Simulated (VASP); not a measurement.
HgTe:

```xyz
2
Lattice="0.0000 3.1151 3.1151 3.1151 0.0000 3.1151 3.1151 3.1151 0.0000" Properties=species:S:1:pos:R:3 pbc="T T T"
Hg    0.0000    0.0000    0.0000
Te    3.1151    3.1151    3.1151
```

Base run:

- Program: VASP 6.6.1
- Functional: r2SCAN
- Potentials or basis: VASP PAW PBE potentials, release 64 (Hg, Te)
- Cutoff: 520 eV
- k mesh: 7 × 7 × 7
- Occupations: fermi-dirac, width 0.05 eV
- Spin: no spin polarisation

Its results: band gap on the k mesh zero (band 9 reaches 3.70 eV, above the bottom of band 10 at 1.47 eV); pressure -3.0 GPa.

After a change of settings the same cell gave: band gap on the k mesh zero (band 9 reaches 3.77 eV, above the bottom of band 10 at 1.58 eV); pressure -4.8 GPa. Which change was it?
A. functional from r2SCAN to PBE
B. functional from r2SCAN to PBEsol
C. functional from r2SCAN to LDA; potentials or basis from VASP PAW PBE potentials, release 64 (Hg, Te) to VASP PAW LDA potentials, release 64 (Hg, Te)

B.

Caveats: the PAW data sets were made with another functional, which shifts forces and pressure a little; spin-orbit coupling is left out, which moves the levels of the heavy elements.
